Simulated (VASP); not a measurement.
Here is a VASP 6.6.1 calculation.

INCAR

```
  PREC = Accurate
  ENCUT = 520
  EDIFF = 1E-7
  ISMEAR = 0
  SIGMA = 0.1
  LREAL = False
  LASPH = True
  NELM = 80
  ALGO = Fast
  ISIF = 2
  LWAVE = False
  LCHARG = False
  GGA = PS
  NBANDS = 13
```

The input KPOINTS:

```
Automatic mesh
0
Gamma
  18 18 18
```

Contents of POSCAR:

```
AlCo
1.0
    2.9072631018      0.0000000000      0.0000000000
    0.0000000000      2.8014161442      0.0000000000
    0.0000000000      0.0000000000      2.8014161442
Al Co
1 1
Direct
    0.0000000000      0.0000000000      0.0000000000
    0.5000000000      0.5000000000      0.5000000000
```

Potentials or basis: VASP PAW PBE potentials, release 64 (Al, Co).

Launch:

```sh
$ cat potpaw_PBE.64/Al/POTCAR potpaw_PBE.64/Co/POTCAR > POTCAR
$ mpirun -np 1 vasp_std > vasp.out
```

Question: What does it give for the pressure?

Answer: -2.5 GPa.

Question: Predict the band gap on the k mesh.

Answer: Zero (band 6 reaches 12.92 eV, above the bottom of band 7 at 10.33 eV).

Stress tensor (GPa, compression positive):
```
-5.91  0.00  0.00
 0.00 -0.75  0.00
 0.00  0.00 -0.75
```

Caveat: the cell differs from its parent crystal (uniaxial strain along a: +3.0 %); the PAW data sets were made with another functional, which shifts forces and pressure a little. Spin polarisation is off, so any magnetic state and its effect on volume and gap are missing.
